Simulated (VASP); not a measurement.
Here is a VASP 6.6.1 calculation.

The input POSCAR:

```
Si
1.0
   -2.3713723045      2.3713723045      1.3492043707
    2.3713723045     -2.3713723045      1.3492043707
    2.3713723045      2.3713723045     -1.3492043707
Si
2
Direct
    0.2500000000      0.7500000000      0.5000000000
    0.5000000000      0.5000000000      0.0000000000
```

The input INCAR.step1:

```
PREC = Accurate ; ENCUT = 520
ISMEAR = 0 ; SIGMA = 0.15
LREAL = False ; LASPH = True
NELM = 60 ; NBANDS = 11
GGA = PE ; ALGO = Normal
EDIFF = 1E-4 ; LWAVE = True
LCHARG = False
```

INCAR.step2

```
PREC = Accurate ; ENCUT = 520
EDIFF = 1E-6 ; ISMEAR = 0
SIGMA = 0.15 ; LREAL = False
LASPH = True ; NELM = 60
ALGO = Normal ; ISIF = 2
LWAVE = False ; LCHARG = True
METAGGA = R2SCAN ; LMIXTAU = True
LELF = True ; LVHAR = True
NBANDS = 11 ; ISTART = 1
```

KPOINTS

```
regular mesh
0
Gamma
  20 20 20
```

Potentials or basis: VASP PAW PBE potentials, release 64 (Si).

The run is started by

```bash
$ cat potpaw_PBE.64/Si/POTCAR > POTCAR
$ cp INCAR.step1 INCAR
$ mpirun -np 1 vasp_std > vasp.out
$ cp INCAR.step2 INCAR
$ mpirun -np 1 vasp_std > vasp.out
```

Problem. Predict the pressure.

Solution. 0.8 GPa.

Problem. What does it give for the band gap on the k mesh?

Solution. Zero (bands 4 and 5 overlap by 7.21 eV).

Stress tensor (GPa, compression positive):
```
 1.66  0.00  0.00
 0.00  1.66  0.00
 0.00  0.00 -0.77
```

Caveat: the cell differs from its parent crystal (strain +0.000 along x and y, +0.015 along z); the PAW data sets were made with another functional, which shifts forces and pressure a little.
